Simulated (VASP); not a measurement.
Set up this calculation in VASP 6.6.1, as the native input.

| Item | Value |
| --- | --- |
| Task | single point |
| Functional | BLYP |
| Dispersion | D3(BJ) |
| Potentials or basis | VASP PAW PBE potentials, release 64 (Sn_d, Se) |
| Cutoff | 520 eV |
| k mesh | 8 × 8 × 8 |
| Occupations | fermi-dirac, width 0.05 eV |
| Spin | no spin polarisation |
| Dipole correction | no |
| Further INCAR settings | ALGO = Normal; EDIFF = 1e-06; NBANDS = 17 |

The structure of SnSe lies in POSCAR:

```
SnSe
1.0
    0.0000000000      3.0071521834      3.0071521834
    3.0071521834      0.0000000000      3.0071521834
    3.0071521834      3.0071521834      0.0000000000
Sn Se
1 1
Direct
    0.0000000000      0.0000000000      0.0000000000
    0.5000000000      0.5000000000      0.5000000000
```

The input as run:

INCAR

```
SYSTEM = SnSe
PREC = Accurate
ENCUT = 520
EDIFF = 1E-6
ISMEAR = -1
SIGMA = 0.05
LREAL = .FALSE.
LASPH = .TRUE.
NELM = 100
ALGO = Normal
ISIF = 2
LWAVE = .FALSE.
LCHARG = .FALSE.
GGA = B5
ALDAX = 1.0
AGGAX = 1.0
AGGAC = 1.0
ALDAC = 0.0
IVDW = 12
VDW_S6 = 1.0
VDW_S8 = 2.6996
VDW_A1 = 0.4298
VDW_A2 = 4.2359
NBANDS = 17
```

KPOINTS

```
Automatic mesh
0
G
  8 8 8
  0 0 0
```

Potentials or basis: VASP PAW PBE potentials, release 64 (Sn_d, Se).

Run with:

```sh
$ cat potpaw_PBE.64/Sn_d/POTCAR potpaw_PBE.64/Se/POTCAR > POTCAR
$ mpirun -np 1 vasp_std > vasp.out
```

Results of the run:

```
Pressure                   : 0.1 GPa
Band gap on the k mesh     : 0.41 eV, direct
Dispersion energy per atom : -0.820 eV
```

Caveat: the PAW data sets were made with another functional, which shifts forces and pressure a little; spin-orbit coupling is left out, which moves the levels of the heavy elements.

Run time: 37 s on 1 thread of Intel Xeon 6975P-C (shared host), peak memory 0.2 GiB.
